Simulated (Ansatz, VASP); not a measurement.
**One calculation of ZrB2, two programs**

```
Zr B
1.0
     3.15520    0.00000    0.00000
    -1.57760    2.73249    0.00000
     0.00000    0.00000    3.50638
Zr B
1 2
Cartesian
  0.0000 0.0000 0.0000
  0.0000 1.8217 1.7532
  1.5776 0.9108 1.7532
```

Alike in both runs: functional PBEsol; k mesh 16 × 16 × 12; occupations fermi-dirac, width 0.1 eV; no spin polarisation.

Ansatz relaxed the structure, and its values are those at the end. VASP's run is a single point on that final structure, the one shown.

|  | VASP | Ansatz |
| --- | --- | --- |
| version | VASP 6.6.1 | Ansatz 0.2.0 |
| potentials or method | VASP PAW PBE potentials, release 64 (Zr_sv, B) | PAW with Ansatz's default frozen-core files, scalar-relativistic |
| plane-wave cutoff (eV) | 520 | 420 |
| valence electrons in the cell | 18 | 18 |

VASP gave:

```
pressure (GPa) : 0.3
```

Problem. Estimate Ansatz's values.

Solution. Pressure (GPa): 0.0.

VASP's potentials were made for PBE, not for PBEsol.
